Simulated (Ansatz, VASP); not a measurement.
**Pt: VASP beside Ansatz**

The input POSCAR:

```
Pt
1.0
    2.8986988966      0.0000000000      0.0000000000
   -1.4493494483      2.5103468823      0.0000000000
    0.0000000000      0.0000000000      5.0317407000
Pt
2
Direct
    0.6666666667      0.3333333333      0.7500000000
    0.3333333333      0.6666666667      0.2500000000
```

INCAR.step1

```
  PREC = Accurate
  ENCUT = 520
  ISMEAR = 0
  SIGMA = 0.15
  LREAL = False
  LASPH = True
  NELM = 60
  NBANDS = 17
  GGA = PE
  ALGO = Normal
  EDIFF = 1E-4
  LWAVE = True
  LCHARG = False
```

File INCAR.step2:

```
  PREC = Accurate
  ENCUT = 520
  EDIFF = 1E-7
  ISMEAR = 0
  SIGMA = 0.15
  LREAL = False
  LASPH = True
  NELM = 60
  ALGO = Normal
  ISIF = 2
  LWAVE = False
  LCHARG = False
  METAGGA = R2SCAN
  LMIXTAU = True
  NBANDS = 17
  ISTART = 1
```

Contents of KPOINTS:

```
Automatic mesh
0
Gamma
  18 18 10
```

Input for Ansatz:

```yaml
crystal:
  lattice:
    - [2.8986988966, 0.0, 0.0]
    - [-1.4493494483, 2.5103468823, 0.0]
    - [0.0, 0.0, 5.0317407]
  atoms:
    - { symbol: Pt, position: [0.6666666667, 0.3333333333, 0.75] }
    - { symbol: Pt, position: [0.3333333333, 0.6666666667, 0.25] }
basis:
  ecutwfc: 500
kpoints:
  mp_grid: { grid: [18, 18, 10] }
hamiltonian:
  xc: r2scan
scf:
  occupations: { method: gaussian, width: 0.15 }
output:
  forces: true
  stress: true
  eigenvalues: true
```

Change from the starting cell: strain +0.050 along x and y, +0.050 along z, atoms carried along.

Alike in both runs: task single point; functional r2SCAN; k mesh 18 × 18 × 10; occupations gaussian, width 0.15 eV; no spin polarisation.

```csv
,VASP,Ansatz
version,VASP 6.6.1,Ansatz 0.2.0
potentials or method,"VASP PAW PBE potentials, release 64 (Pt), cutoff 520 eV","scalar-relativistic, plane waves, PAW"
valence electrons in the cell,20,36
```

```tsv
	VASP	Ansatz	Ansatz less VASP
gap on the k mesh at the Fermi level (eV)	none	none	-
pressure (GPa)	-28.2	-28.4	-0.16
traceless stress, the component that is largest in VASP (GPa)	2.98	3.12	+0.147
```

VASP's potentials were made for PBE, not for r2SCAN. A gap of «none» marks a metal or a gap that the smearing closes. Both programs put the cell under strong tension, so it lies far from rest at this level. With one functional, cell and mesh, what is left measures potentials, basis and numerics. VASP's potentials hold 20 valence electrons a cell and Ansatz's 36, so a difference there can come from the potentials and not from the codes.

Spin-orbit coupling is off throughout.
